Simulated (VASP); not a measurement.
Here is a VASP 6.6.1 calculation.

The input INCAR:

```
ALGO     = Normal         # electronic algorithm
EDIFF    = 1E-6           # SCF threshold, eV
ENCUT    = 520            # plane-wave cutoff, eV
GGA      = RE             # functional
ISIF     = 2              # what is computed and relaxed
ISMEAR   = -1             # smearing method
ISPIN    = 2              # spin polarisation
LASPH    = True           # aspherical terms in the spheres
LCHARG   = True           # write CHGCAR
LELF     = True           # ELF
LMAXMIX  = 4              # l up to which the mixer works
LORBIT   = 11             # projections on sites
LREAL    = False          # projectors in reciprocal space
LVHAR    = True         
LWAVE    = False          # write WAVECAR
MAGMOM   = 0 0 3 3 0 0 0 0 0 # initial moments
NBANDS   = 47             # bands
NELM     = 150            # most SCF steps
PREC     = Accurate       # precision mode
SIGMA    = 0.05           # smearing width, eV
```

The input KPOINTS:

```
k-points
0
Gamma
  4 4 4
```

Contents of POSCAR:

```
CsLiCr2Te2S3
1.0
    3.3414468948      1.9291834089      7.6582830597
   -3.3414468948      1.9291834089      7.6582830597
    0.0000000000     -3.8583723836      7.6582816576
Cs Li Cr Te S
1 1 2 2 3
Direct
    0.0000000000      0.0000000000      0.0000000000
    0.5000000000      0.5000000000      0.5000000000
    0.8012925300      0.8012925300      0.8012925300
    0.1987074700      0.1987074700      0.1987074700
    0.6940807170      0.6940807170      0.6940807170
    0.3059192830      0.3059192830      0.3059192830
    0.1357108938      0.8642891062      0.5000000000
    0.5000000000      0.1357108938      0.8642891062
    0.8642891062      0.5000000000      0.1357108938
```

Potentials or basis: VASP PAW PBE potentials, release 64 (Cs_sv, Li_sv, Cr_pv, Te, S).

The run is started by

```bash
$ cat potpaw_PBE.64/Cs_sv/POTCAR potpaw_PBE.64/Li_sv/POTCAR potpaw_PBE.64/Cr_pv/POTCAR potpaw_PBE.64/Te/POTCAR potpaw_PBE.64/S/POTCAR > POTCAR
$ mpirun -np 1 vasp_std > vasp.out
```

Estimate the site moments.

Cs -0.01; Li +0.00; Cr +2.38; Te -0.24; S -0.10 μB.

Predict the band gap on the k mesh.

zero (filled and empty bands overlap).

Estimate the largest force.

0.007 eV/Å.

Forces in eV/Å, atoms in the order of the input:
```
Cs   0.000  0.000  0.000
Li   0.000  0.000  0.000
Cr   0.000  0.000 -0.003
Cr   0.000  0.000  0.003
Te   0.000  0.000  0.007
Te   0.000  0.000 -0.007
S    0.003  0.000  0.000
S   -0.001  0.002  0.000
S   -0.001 -0.002  0.000
```

Caveat: the PAW data sets were made with another functional, which shifts forces and pressure a little; spin-orbit coupling is left out, which moves the levels of the heavy elements; the run started ferromagnetic, and an antiferromagnetic order may lie lower in energy. With open d or f shells a metallic result of revPBE can be an artefact of self-interaction; +U or a hybrid may open a gap.
